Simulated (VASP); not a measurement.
Input of a VASP 6.6.1 run:

Contents of INCAR:

```
SYSTEM = K
PREC = Accurate ; ENCUT = 520
EDIFF = 1E-7 ; ISMEAR = -1
SIGMA = 0.08 ; LREAL = .False.
LASPH = .True. ; NELM = 100
ALGO = Normal ; ISIF = 2
LWAVE = .False. ; LCHARG = .True.
GGA = PE ; LELF = .True.
LVHAR = .True. ; NBANDS = 10
```

KPOINTS

```
Automatic mesh
0
Gamma
  10 10 10
  0 0 0
```

File POSCAR:

```
K
1.0
    3.7269251853      0.0000000000      0.0000000000
    0.0000000000      3.7269251853      0.0000000000
    0.0000000000      0.0000000000      3.7269251853
K
1
Direct
    0.0000000000      0.0000000000      0.0000000000
```

Potentials or basis: VASP PAW PBE potentials, release 64 (K_sv).

Run with:

```sh
$ cat potpaw_PBE.64/K_sv/POTCAR > POTCAR
$ mpirun -np 1 vasp_std > vasp.out
```

(1) Predict the pressure.

Answers

(1) 2.6 GPa.
